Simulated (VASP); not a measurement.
Wanted: the native input for a VASP 6.6.1 run.

* Task: single point
* Functional: LDA
* Potentials or basis: VASP PAW LDA potentials, release 64 (B, N)
* Cutoff: 520 eV
* k mesh: 12 × 12 × 4
* Occupations: gaussian, width 0.05 eV
* Spin: no spin polarisation
* Dipole correction: no
* Further INCAR settings: ALGO = Normal; EDIFF = 1e-06; NBANDS = 16

The structure of BN lies in POSCAR:

```
BN
1.0
    2.2146330265      0.0000000000      0.0000000000
   -1.1073165133      2.1549757989      0.0000000000
    0.0000000000      0.0000000000      6.7336479570
B N
2 2
Direct
    0.3210391686      0.6420783373      0.2500000000
    0.6789608314      0.3579216627      0.7500000000
    0.3567251893      0.7134503786      0.7500000000
    0.6432748107      0.2865496214      0.2500000000
```

This cell differs from its parent crystal: normal strain along x -0.1100, normal strain along z +0.0367.

These files were run (other wordings do the same):

INCAR

```
SYSTEM = BN
  PREC = Accurate
  ENCUT = 520
  EDIFF = 1E-6
  ISMEAR = 0
  SIGMA = 0.05
  LREAL = .False.
  LASPH = .True.
  NELM = 100
  ALGO = Normal
  ISIF = 2
  LWAVE = .False.
  LCHARG = .False.
  NBANDS = 16
```

KPOINTS

```
Automatic mesh
0
Gamma
  12 12 4
  0 0 0
```

Potentials or basis: VASP PAW LDA potentials, release 64 (B, N).

Command:

```console
$ cat potpaw_LDA.64/B/POTCAR potpaw_LDA.64/N/POTCAR > POTCAR
$ mpirun -np 1 vasp_std > vasp.out
```

It gave:

```
Pressure               : 54.8 GPa
Largest force          : 0.011 eV/Å
Band gap on the k mesh : 3.49 eV, indirect (least direct gap 4.32 eV)
```

Caveat: the cell differs from its parent crystal (normal strain along x -0.1100, normal strain along z +0.0367).

Wall time 24 s on 1 thread of AMD EPYC 9R45 96-Core Processor (Zen 5), with other jobs on the host, peak memory 0.13 GiB.
